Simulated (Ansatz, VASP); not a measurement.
## In6O: VASP beside Ansatz

```
CELL_PARAMETERS angstrom
5.88166 0.00000 0.00000
-2.94083 5.09367 0.00000
0.00000 0.00000 11.46251
ATOMIC_POSITIONS crystal
In 0.66404 0.67398 0.62402
In 0.00994 0.67398 0.87598
In 0.32602 0.33596 0.87598
In 0.00994 0.33596 0.62402
In 0.66404 0.99006 0.87598
In 0.32602 0.99006 0.62402
In 0.99006 0.66404 0.37598
In 0.33596 0.00994 0.12402
In 0.99006 0.32602 0.12402
In 0.67398 0.00994 0.37598
In 0.67398 0.66404 0.12402
In 0.33596 0.32602 0.37598
O 0.66667 0.33333 0.75000
O 0.33333 0.66667 0.25000
```

Alike in both runs: functional PBE; k mesh 6 × 6 × 4; occupations gaussian, width 0.1 eV; no spin polarisation.

Ansatz relaxed the structure, and its values are those at the end. VASP's run is a single point on that final structure, the one shown.

|  | VASP | Ansatz |
| --- | --- | --- |
| version | VASP 6.6.1 | Ansatz 0.2.0 |
| potentials or method | VASP PAW PBE potentials, release 64 (In_d, O), cutoff 520 eV | scalar-relativistic, plane waves, PAW |
| valence electrons in the cell | 168 | 168 |

VASP gave:

- gap on the k mesh at the Fermi level (eV): none
- pressure (GPa): 0.2
- rms of the force components (eV/Å): 0.005

What did Ansatz give for the same quantities?

gap on the k mesh at the Fermi level (eV): none; pressure (GPa): 0.0; rms of the force components (eV/Å): 0.001.

A gap of «none» marks a metal or a gap that the smearing closes. The functional is the same, so the differences come from potentials, cutoffs and numerics.
